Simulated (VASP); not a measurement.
# Mo (C2/m) in VASP: further runs

Runs on Mo. Level: PBEsol. Tasks: single point.

All numbers are computed with VASP 6.6.1; they aren't measurements. Logs are shortened: lines on timing, memory, paths and dates and some standing lists are left out, and cuts for length are marked.

## 1. The cell of the first run

It takes space group C2/m (No. 12, monoclinic). The conventional cell has a = 2.743 Å, b = 4.750 Å, c = 2.492 Å, α = 90.00°, β = 92.01°, γ = 90.00°. Mo (site symmetry 2/m) has 8 Mo at 2.49 to 2.74 Å within 3.3 Å.

## 2. Single point, PBEsol (strain +0.0350 x Voigt [0, 0, 0, 0, 1, 0])

Contents of INCAR:

```
  PREC = Accurate
  ENCUT = 520
  EDIFF = 1E-6
  ISMEAR = 0
  SIGMA = 0.15
  LREAL = False
  LASPH = True
  NELM = 100
  ALGO = Fast
  ISIF = 2
  LWAVE = False
  LCHARG = False
  GGA = PS
  NBANDS = 13
```

Contents of KPOINTS:

```
regular mesh
0
Gamma
  24 24 24
```

Contents of POSCAR:

```
Mo
1.0
    2.7423354202      0.0000000000      0.0479908699
   -1.3711677101      2.3749321396     -0.0239954349
    0.0436112438      0.0000000000      2.4920710759
Mo
1
Direct
    0.0000000000      0.0000000000      0.5000000000
```

Potentials or basis: VASP PAW PBE potentials, release 64 (Mo_sv).

Launch:

```sh
$ cat potpaw_PBE.64/Mo_sv/POTCAR > POTCAR
$ mpirun -np 1 vasp_std > vasp.out
```

OUTCAR:

```text
PREC = Accurate
   ENCUT = 520
   EDIFF = 1E-6
   ISMEAR = 0
   LREAL = False
   LASPH = True
   NELM = 100
   ISIF = 2
   GGA = PS

 ion  position               nearest neighbor table
   1  0.000  0.000  0.500-

  LATTYP: Found a base centered monoclinic cell.
 ALAT       =     2.7427553082
 B/A-ratio  =     1.7317856482
 C/A-ratio  =     0.9087404325
 COS(beta)  =    -0.0349892845

  Lattice vectors:

 A1 = (  -1.3711677101,   2.3749321396,  -0.0239954349)
 A2 = (  -1.3711677101,  -2.3749321396,  -0.0239954350)
 A3 = (   0.0436112438,   0.0000000000,   2.4920710759)

Analysis of symmetry for initial positions (statically):
=====================================================================
 Subroutine PRICEL returns:
 Original cell was already a primitive cell.

 Routine SETGRP: Setting up the symmetry group for a
 base centered monoclinic supercell.

 Subroutine GETGRP returns: Found  4 space group operations
 (whereof  4 operations were pure point group operations)
 out of a pool of  4 trial point group operations.

The static configuration has the point symmetry C_2h.

Analysis of symmetry for dynamics (positions and initial velocities):
=====================================================================
 Subroutine PRICEL returns:
 Original cell was already a primitive cell.

 Routine SETGRP: Setting up the symmetry group for a
 base centered monoclinic supercell.

 Subroutine GETGRP returns: Found  4 space group operations
 (whereof  4 operations were pure point group operations)
 out of a pool of  4 trial point group operations.

The dynamic configuration has the point symmetry C_2h.

 Subroutine INISYM returns: Found  4 space group operations
 (whereof  4 operations are pure point group operations),
 and found     1 'primitive' translations

----------------------------------------------------------------------------------------

                                     Primitive cell

  volume of cell :      16.2255

  direct lattice vectors                    reciprocal lattice vectors
     2.742335420  0.000000000  0.047990870     0.364764404  0.210532331 -0.006383377
    -1.371167710  2.374932140 -0.023995435     0.000000000  0.421064663  0.000000000
     0.043611244  0.000000000  2.492071076    -0.007024423 -0.000000000  0.401395592

  length of vectors
     2.742755308  2.742440398  2.492452645     0.421209782  0.421064663  0.401457051

  position of ions in fractional coordinates (direct lattice)
     0.000000000  0.000000000  0.500000000

  ion indices of the primitive-cell ions
   primitive index   ion index
                 1           1

----------------------------------------------------------------------------------------

 KPOINTS: regular mesh

Automatic generation of k-mesh.
 Grid dimensions read from file:
 generate k-points for:   24   24   24

 Generating k-lattice:

  Cartesian coordinates                     Fractional coordinates (reciprocal lattice)
     0.015198517  0.008772180 -0.000265974     0.041666667 -0.000000000  0.000000000
     0.000000000  0.017544361  0.000000000     0.000000000  0.041666667  0.000000000
    -0.000292684 -0.000000000  0.016724816     0.000000000  0.000000000  0.041666667

  Length of vectors
     0.017550408  0.017544361  0.016727377

  Shift w.r.t. Gamma in fractional coordinates (k-lattice)
     0.000000000  0.000000000  0.000000000

 Subroutine IBZKPT returns following result:
 ===========================================

 Found   3614 irreducible k-points:

 Following reciprocal coordinates:
            Coordinates               Weight
  0.000000  0.000000  0.000000      1.000000
  0.041667 -0.000000  0.000000      4.000000
  0.083333 -0.000000  0.000000      4.000000
  0.125000 -0.000000  0.000000      4.000000
  0.166667 -0.000000  0.000000      4.000000
  0.208333 -0.000000  0.000000      4.000000
[... 16 lines left out ...]
  0.375000  0.041667  0.000000      4.000000
  0.416667  0.041667 -0.000000      4.000000
 [... further k-points ...]
   k-points           NKPTS =   3614   k-points in BZ     NKDIM =   3614   number of bands    NBANDS=     13
   number of dos      NEDOS =    301   number of ions     NIONS =      1
   total plane-waves  NPLWV =   8000
   dimension x,y,z NGX =    20 NGY =   20 NGZ =   20
   dimension x,y,z NGXF=    40 NGYF=   40 NGZF=   40
   ions per type =               1
   NGX,Y,Z   is equivalent  to a cutoff of  12.12, 12.12, 13.34 a.u.
   NGXF,Y,Z  is equivalent  to a cutoff of  24.25, 24.25, 26.68 a.u.
 SYSTEM =  unknown system
   PREC   = accura    normal or accurate (medium, high low for compatibility)
   ISTART =      0    job   : 0-new  1-cont  2-samecut
   ICHARG =      2    charge: 1-file 2-atom 10-const
   ISPIN  =      1    spin polarized calculation?
   LNONCOLLINEAR =      F non collinear calculations
   LSORBIT =      F    spin-orbit coupling
   LASPH  =      T    aspherical Exc in radial PAW
   ENCUT  =  520.0 eV  38.22 Ry    6.18 a.u.   5.10  5.10  4.63*2*pi/ulx,y,z
   NELM   =    100;   NELMIN=  2; NELMDL= -5     # of ELM steps
   EDIFF  = 0.1E-05   stopping-criterion for ELM
   LREAL  =      F    real-space projection
   EDIFFG = 0.1E-04   stopping-criterion for IOM
   NSW    =      0    number of steps for IOM
   IBRION =     -1    ionic relax: 0-MD 1-quasi-New 2-CG
   NFREE  =      0    steps in history (QN), initial steepest desc. (CG)
   ISIF   =      2    stress and relaxation
   ISYM   =      2    0-nonsym 1-usesym 2-fastsym
   POTIM  = 0.5000    time-step for ionic-motion
   TEBEG  =    0.0;   TEEND  =   0.0 temperature during run
   PSTRESS=    0.0 pullay stress
   NELECT =      14.0000    total number of electrons
   NUPDOWN=      -1.0000    fix difference up-down
   EMIN   =  10.00;   EMAX   =-10.00  energy-range for DOS
   EFERMI =   0.00;   METHOD = LEGACY
   ISMEAR =     0;   SIGMA  =   0.15  broadening in eV -4-tet -1-fermi 0-gaus
   EFERMI_NEDOS =   21; number of points for ismear=-14 and -15
   IALGO  =     68    algorithm
   IMIX   =      4    mixing-type and parameters
     AMIX     =   0.40;   BMIX     =  1.00
     AMIX_MAG =   1.60;   BMIX_MAG =  1.00
  volume/ion in A,a.u.               =      16.23       109.50
  Fermi-wavevector in a.u.,A,eV,Ry     =   1.558539  2.945212 33.049164  2.429045
  Thomas-Fermi vector in A             =   2.662029
   LORBIT       =      0    0 simple, 1 ext, 2 COOP (PROOUT), +10 PAW based schemes
   GGA     = PS    functional components
   LHFCALC =     F    Hartree Fock is set to
   AEXX    =    0.0000 exact exchange contribution
   IVDW    =     0    specifies the selected vdW correction
   LEPSILON=     F    determine dielectric tensor
   LRPA    =     F    only Hartree local field effects (RPA)
 non-spin polarized calculation
 RMM-DIIS sequential band-by-band and
 Gauss-broadening in eV      SIGMA  =   0.15
  energy-cutoff  :      520.00
  volume of cell :       16.23
 maximum number of plane-waves:       452
   NGX = 11   NGY = 11   NGZ =  9

 number of electron      14.0000004 magnetization

 Free energy of the ion-electron system (eV)
  ---------------------------------------------------
  ext. energy  EPLUGINS =         0.00000000
  ---------------------------------------------------
  free energy    TOTEN  =       -10.88407694 eV

  energy without entropy =      -10.87402952  energy(sigma->0) =      -10.87905323

 E-fermi :  11.6990     XC(G=0): -13.2304

 val. band max:       11.6977792809   @ k =   0.2500   0.0000   0.3333
 cond. band min:      11.6994846115   @ k =   0.4167   0.0833   0.0417
 fundamental gap:      0.0017053306
 Fermi energy:        11.6989555435

 k-point     1 :       0.0000    0.0000    0.0000
  band No.  band energies     occupation
      1     -49.2282      2.00000
      2     -22.5352      2.00000
      3     -22.5303      2.00000
      4     -22.2812      2.00000
      5       4.8512      2.00000
      6       7.2548      2.00000
      7      10.7559      2.00000
      8      10.7591      2.00000
      9      16.0551      0.00000
     10      16.0777      0.00000
     11      24.5482      0.00000
     12      28.3179      0.00000
     13      32.1155      0.00000

 k-point     2 :       0.0417   -0.0000    0.0000
  band No.  band energies     occupation
      1     -49.2245      2.00000
      2     -22.5589      2.00000
      3     -22.5368      2.00000
      4     -22.2790      2.00000
      5       4.9206      2.00000
      6       7.2819      2.00000
      7      10.6876      2.00000
      8      10.8194      2.00000
      9      15.9895      0.00000
     10      16.0618      0.00000
     11      24.7089      0.00000
     12      28.4498      0.00000
     13      31.8084      0.00000

 k-point     3 :       0.0833   -0.0000    0.0000
  band No.  band energies     occupation
      1     -49.2136      2.00000
      2     -22.6310      2.00000
      3     -22.5532      2.00000
      4     -22.2723      2.00000
      5       5.1228      2.00000
      6       7.3624      2.00000
      7      10.4933      2.00000
      8      11.0062      2.00000
      9      15.7922      0.00000
     10      16.0272      0.00000
     11      25.1667      0.00000
     12      28.8278      0.00000
     13      30.9390      0.00000

 k-point     4 :       0.1250   -0.0000    0.0000
  band No.  band energies     occupation
      1     -49.1963      2.00000
      2     -22.7451      2.00000
      3     -22.5789      2.00000
      4     -22.2613      2.00000
      5       5.4387      2.00000
      6       7.4916      2.00000
      7      10.2238      2.00000
      8      11.3127      1.99973
      9      15.4956      0.00000
     10      15.9739      0.00000
     11      25.8419      0.00000
     12      29.3578      0.00000
     13      29.9601      0.00000

 k-point     5 :       0.1667   -0.0000    0.0000
  band No.  band energies     occupation
      1     -49.1737      2.00000
      2     -22.8920      2.00000
      3     -22.6122      2.00000
      4     -22.2466      2.00000
      5       5.8337      2.00000
      6       7.6555      2.00000
      7       9.9533      2.00000
      8      11.7316      0.75804
      9      15.1374      0.00000
     10      15.9056      0.00000
     11      26.5241      0.00000
     12      28.9302      0.00000
     13      30.0798      0.00000
[... 257 lines left out ...]
 k-point    22 :       0.3333    0.0417    0.0000
  band No.  band energies     occupation
      1     -49.0493      2.00000
      2     -23.6424      2.00000
      3     -22.8011      2.00000
      4     -22.1652      2.00000
      5       7.0287      2.00000
      6       8.0338      2.00000
      7      11.0367      2.00000
      8      13.5887      0.00000
      9      14.6914      0.00000
     10      15.5235      0.00000
     11      23.4765      0.00000
     12      26.4956      0.00000
     13      30.1473      0.00000

 k-point    23 :       0.3750    0.0417    0.0000
  band No.  band energies     occupation
      1     -49.0287      2.00000
      2     -23.7607      2.00000
      3     -22.8308      2.00000
      4     -22.1517      2.00000
      5       6.9372      2.00000
      6       8.1675      2.00000
      7      11.6803      1.13972
      8      13.3764      0.00000
      9      15.3430      0.00000
     10      15.4727      0.00000
     11      22.7251      0.00000
     12      25.7809      0.00000
     13      29.6670      0.00000

 k-point    24 :       0.4167    0.0417   -0.0000
  band No.  band energies     occupation
      1     -49.0141      2.00000
      2     -23.8436      2.00000
      3     -22.8516      2.00000
      4     -22.1422      2.00000
      5       6.8438      2.00000
      6       8.2823      2.00000
      7      12.2158      0.00000
      8      13.2313      0.00000
      9      15.4202      0.00000
     10      15.8825      0.00000
     11      22.1583      0.00000
     12      25.2085      0.00000
     13      29.2222      0.00000

 [... further k-points ...]

------------------------ aborting loop because EDIFF is reached ----------------------------------------

  FORCE on cell =-STRESS in cart. coord.  units (eV):
  Direction    XX          YY          ZZ          XY          YZ          ZX
  --------------------------------------------------------------------------------------
  -------------------------------------------------------------------------------------
  Total        0.0832962      0.0788549      0.0395445      0.0000000      0.0000000      0.3218108
  in kB        8.2250098      7.7864639      3.9047849      0.0000000      0.0000000     31.7769369
  external PRESSURE =       6.6387529 kB  Pullay stress =       0.0000000 kB

 VOLUME and BASIS-vectors are now :
 -----------------------------------------------------------------------------
  energy-cutoff  :      520.00
  volume of cell :       16.23
      direct lattice vectors                 reciprocal lattice vectors
     2.742335420  0.000000000  0.047990870     0.364764404  0.210532331 -0.006383377
    -1.371167710  2.374932140 -0.023995435     0.000000000  0.421064663  0.000000000
     0.043611244  0.000000000  2.492071076    -0.007024423 -0.000000000  0.401395592

 POSITION                                       TOTAL-FORCE (eV/Angst)
 -----------------------------------------------------------------------------------
      0.02181      0.00000      1.24604        -0.000000      0.000000      0.000000
 -----------------------------------------------------------------------------------
    total drift:                               -0.000000     -0.000000      0.000000

  FREE ENERGIE OF THE ION-ELECTRON SYSTEM (eV)
  ---------------------------------------------------
  free  energy   TOTEN  =       -10.8840769371 eV

  energy  without entropy=      -10.8740295184  energy(sigma->0) =      -10.87905323
```

Wall time 13 min (1 thread of Oxide Virtual Turin-like, shared host); peak memory 0.71 GiB.

What came out:

- Free energy: -10.8841 eV
- Pressure: 0.7 GPa
- Band gap on the k mesh: zero (bands 7 and 8 overlap by 1.94 eV)

Levels at points of the mesh, in eV from the Fermi level:
| k point | band 5 | band 6 | band 7 | band 8 | band 9 | band 10 |
| --- | --- | --- | --- | --- | --- | --- |
| (0.00, 0.00, 0.00) | -6.85 | -4.44 | -0.94 | -0.94 | 4.36 | 4.38 |
| (0.50, 0.00, 0.00) | -4.98 | -3.35 | 1.00 | 1.43 | 3.74 | 4.39 |
| (0.00, 0.50, 0.00) | -4.98 | -3.33 | 0.99 | 1.41 | 3.72 | 4.39 |
| (0.00, 0.00, 0.50) | -3.57 | -0.01 | 0.00 | 0.29 | 0.57 | 0.60 |
| (0.50, 0.00, 0.50) | -5.52 | -3.25 | -0.70 | 4.81 | 6.42 | 6.50 |
| (0.00, 0.50, 0.50) | -5.52 | -3.28 | -0.67 | 4.81 | 6.43 | 6.62 |

Caveat: the cell differs from its parent crystal (strain +0.0350 x Voigt [0, 0, 0, 0, 1, 0]); the PAW data sets were made with another functional, which shifts forces and pressure a little.

## 3. Single point, PBEsol (strain +0.0250 x Voigt [0, 0, 0, 0, 1, 0])

Contents of INCAR:

```
SYSTEM = Mo
ALGO = Fast ; EDIFF = 1E-6
ENCUT = 520 ; GGA = PS
ISIF = 2 ; ISMEAR = 0
LASPH = .True. ; LCHARG = .False.
LREAL = .False. ; LWAVE = .False.
NBANDS = 13 ; NELM = 60
PREC = Accurate ; SIGMA = 0.15
```

Contents of KPOINTS:

```
k-points
0
Gamma
  24 24 24
  0 0 0
```

Contents of POSCAR:

```
Mo
1.0
    2.7423354202      0.0000000000      0.0342791928
   -1.3711677101      2.3749321396     -0.0171395964
    0.0311508884      0.0000000000      2.4920710759
Mo
1
Direct
    0.0000000000      0.0000000000      0.5000000000
```

Potentials or basis: VASP PAW PBE potentials, release 64 (Mo_sv).

Launch:

```sh
$ cat potpaw_PBE.64/Mo_sv/POTCAR > POTCAR
$ mpirun -np 1 vasp_std > vasp.out
```

It took 14 min on 1 thread of Oxide Virtual Turin-like, shared host; peak memory 0.71 GiB.

The run converged. Its results:

```
Free energy            : -10.8813 eV
Pressure               : 0.7 GPa
Band gap on the k mesh : zero (bands 7 and 8 overlap by 1.94 eV)
```

Stress tensor (GPa, compression positive):
```
0.86 0.00 2.26
0.00 0.84 0.00
2.26 0.00 0.32
```

Levels at points of the mesh, in eV from the Fermi level:
| k point | band 3 | band 4 | band 5 | band 6 | band 7 | band 8 | band 9 | band 10 | band 11 | band 12 |
| --- | --- | --- | --- | --- | --- | --- | --- | --- | --- | --- |
| (0.00, 0.00, 0.00) | -34.23 | -33.98 | -6.84 | -4.45 | -0.94 | -0.94 | 4.37 | 4.39 | 12.85 | 16.65 |
| (0.50, 0.00, 0.00) | -34.54 | -33.83 | -4.98 | -3.34 | 1.00 | 1.42 | 3.74 | 4.39 | 10.16 | 13.31 |
| (0.00, 0.50, 0.00) | -34.55 | -33.83 | -4.98 | -3.33 | 1.00 | 1.41 | 3.73 | 4.39 | 10.16 | 13.31 |
| (0.00, 0.00, 0.50) | -34.02 | -34.02 | -3.56 | 0.01 | 0.01 | 0.29 | 0.56 | 0.57 | 11.04 | 16.23 |
| (0.50, 0.00, 0.50) | -35.28 | -34.32 | -5.51 | -3.24 | -0.71 | 4.82 | 6.43 | 6.56 | 7.49 | 16.59 |
| (0.00, 0.50, 0.50) | -35.28 | -34.32 | -5.51 | -3.26 | -0.69 | 4.82 | 6.43 | 6.62 | 7.43 | 16.57 |

Caveat: the cell differs from its parent crystal (strain +0.0250 x Voigt [0, 0, 0, 0, 1, 0]); the PAW data sets were made with another functional, which shifts forces and pressure a little.
